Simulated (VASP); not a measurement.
Wanted: the native input for a VASP 6.6.1 run.

```yaml
Task: relaxation of cell and atoms
Functional: PBEsol
Potentials_or_basis: VASP PAW PBE potentials, release 64 (Mg, O)
Cutoff: 600 eV
k_mesh: 6 × 6 × 4
Occupations: fermi-dirac, width 0.02 eV
Spin: no spin polarisation
Target_pressure: 2 GPa
Dipole_correction: no
Further_INCAR_settings: ALGO = Normal; EDIFF = 1e-06; IBRION = 2; EDIFFG = -0.01; NSW = 80; ISIF = 3
```

The structure of MgO lies in POSCAR:

```
MgO
1.0
    3.3077869900      0.0000000000      0.0000000000
   -1.6538934900      2.8646275600      0.0000000000
    0.0000000000      0.0000000000      4.9828816700
Mg O
2 2
Direct
    0.3333333300      0.6666666700      0.0021597400
    0.6666666700      0.3333333300      0.5021597400
    0.3333333300      0.6666666700      0.4024402600
    0.6666666700      0.3333333300      0.9024402600
```

These files were run (other wordings do the same):

INCAR

```
SYSTEM = MgO
  PREC = Accurate
  ENCUT = 600
  EDIFF = 1E-6
  ISMEAR = -1
  SIGMA = 0.02
  LREAL = .FALSE.
  LASPH = .TRUE.
  NELM = 80
  ALGO = Normal
  ISIF = 3
  LWAVE = .FALSE.
  LCHARG = .FALSE.
  GGA = PS
  IBRION = 2
  NSW = 80
  EDIFFG = -0.01
  PSTRESS = 20.0
```

KPOINTS

```
regular mesh
0
G
  6 6 4
  0 0 0
```

Potentials or basis: VASP PAW PBE potentials, release 64 (Mg, O).

Run with:

```bash
$ cat potpaw_PBE.64/Mg/POTCAR potpaw_PBE.64/O/POTCAR > POTCAR
$ mpirun -np 1 vasp_std > vasp.out
```

Results of the run:

```json
{
  "Relaxed volume": "11.61 Å³/atom",
  "Relaxed cell": "a = 3.289 Å, b = 3.289 Å, c = 4.956 Å, α = 90.00°, β = 90.00°, γ = 120.00°",
  "Space group after relaxing (to 0.1 Å)": "P6_3mc (No. 186)",
  "Energy change on relaxing (the run minimises the enthalpy)": "+1.1 meV/atom",
  "Ionic steps": "4",
  "Pressure after relaxing": "2.0 GPa",
  "Largest force after relaxing": "0.009 eV/Å",
  "Band gap on the k mesh": "3.44 eV"
}
```

Caveat: the cell is relaxed towards a set pressure, so the run minimises the enthalpy, not the energy; the PAW data sets were made with another functional, which shifts forces and pressure a little.

It took 22 s on 1 thread of Intel(R) Xeon(R) Platinum 8559C (Emerald Rapids) (shared host), peak memory 0.18 GiB.
